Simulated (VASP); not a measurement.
**CoO: single point with PBEsol+D4**

CoO:

```
CELL_PARAMETERS angstrom
1.52418 0.87998 2.22450
-1.52418 0.87998 2.22450
0.00000 -1.75997 2.22450
ATOMIC_POSITIONS crystal
Co 0.00000 0.00000 0.00000
O 0.50000 0.50000 0.50000
```

```json
{
  "Program": "VASP 6.6.1",
  "Task": "single point",
  "Functional": "PBEsol",
  "Dispersion": "D4",
  "Potentials or basis": "VASP PAW PBE potentials, release 64 (Co, O)",
  "Cutoff": "520 eV",
  "k mesh": "11 × 11 × 11",
  "Occupations": "fermi-dirac, width 0.05 eV",
  "Spin": "collinear spin, ferromagnetic start",
  "Starting moments": "[2.0, 0.0] μB"
}
```

```yaml
Pressure: -0.8 GPa
Net_moment: 2.66 μB per cell
Site_moments: Co +2.36; O +0.26 μB
Valence_electrons_inside_the_program's_atomic_spheres: Co 7.95; O 4.98
Dispersion_energy_per_atom: -0.166 eV
```

Stress tensor (GPa, compression positive):
```
-0.85  0.00  0.00
 0.00 -0.85  0.00
 0.00  0.00 -0.57
```

Levels at points of the mesh, in eV from the Fermi level:
Spin up:
| k point | band 6 | band 7 | band 8 | band 9 | band 10 | band 11 | band 12 | band 13 |
| --- | --- | --- | --- | --- | --- | --- | --- | --- |
| (0.00, 0.00, 0.00) | -3.12 | -3.12 | -3.05 | -2.80 | 1.33 | 16.75 | 17.61 | 17.61 |
Spin down:
```csv
k point,band 4,band 5,band 6,band 7,band 8,band 9
"(0.00, 0.00, 0.00)",-2.48,-1.51,-1.51,-1.00,-0.23,-0.23
```

It took 35 s on 1 thread of Intel(R) Xeon(R) 6975P-C (Granite Rapids) (shared host), peak memory 0.2 GiB.

Caveat: the PAW data sets were made with another functional, which shifts forces and pressure a little; a cell with one magnetic atom can't hold antiferromagnetic order, which such compounds often take; semilocal functionals often make such compounds metallic where correlation or magnetic order opens a gap, which also shifts bond lengths. With open d or f shells a metallic result of PBEsol can be an artefact of self-interaction; +U or a hybrid may open a gap.
